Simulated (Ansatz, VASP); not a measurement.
# One calculation of Rb, two programs

INCAR

```
PREC = Accurate ; ENCUT = 520
EDIFF = 1E-6 ; ISMEAR = 0
SIGMA = 0.15 ; LREAL = False
LASPH = True ; NELM = 100
ALGO = Normal ; ISIF = 2
LWAVE = False ; LCHARG = False
NBANDS = 16
```

Contents of KPOINTS:

```
regular mesh
0
Gamma
  12 12 6
```

File POSCAR:

```
Rb
1.0
    5.4698224992      0.0000000000      0.0000000000
   -2.7349112496      4.4065165009      0.0000000000
    0.0000000000      0.0000000000      8.4420579800
Rb
2
Direct
    0.3333333333      0.6666666667      0.2500000000
    0.6666666667      0.3333333333      0.7500000000
```

Input for Ansatz:

```yaml
crystal:
  lattice:
    - [5.4698224992, 0.0, 0.0]
    - [-2.7349112496, 4.4065165009, 0.0]
    - [0.0, 0.0, 8.44205798]
  atoms:
    - { symbol: Rb, position: [0.3333333333, 0.6666666667, 0.25] }
    - { symbol: Rb, position: [0.6666666667, 0.3333333333, 0.75] }
basis:
  ecutwfc: 420
kpoints:
  mp_grid: { grid: [12, 12, 6] }
hamiltonian:
  xc: lda
scf:
  occupations: { method: gaussian, width: 0.15 }
output:
  forces: true
  stress: true
  eigenvalues: true
```

Change from the starting cell: strain +0.0750 x Voigt [1, 0, 0, 0, 0, 0], atoms carried along.

Alike in both runs: task single point; functional LDA; k mesh 12 × 12 × 6; occupations gaussian, width 0.15 eV; no spin polarisation.

|  | VASP | Ansatz |
| --- | --- | --- |
| version | VASP 6.6.1 | Ansatz 0.2.0 |
| potentials or method | VASP PAW LDA potentials, release 64 (Rb_sv), cutoff 520 eV | scalar-relativistic, plane waves, PAW |
| valence electrons in the cell | 18 | 18 |

```csv
,VASP,Ansatz,Ansatz less VASP
gap on the k mesh at the Fermi level (eV),none,none,-
pressure (GPa),-0.6,-0.6,0.00
"traceless stress, the component that is largest in VASP (GPa)",-0.06,-0.06,0.000
rms of the force components (eV/Å),0.005,0.005,-0.0001
```

LDA's correlation is that of Perdew and Zunger in VASP and of Perdew and Wang (1992) in Ansatz. Atom by atom the forces differ by 0.000 eV/Å (rms over components). A gap of «none» marks a metal or a gap that the smearing closes.
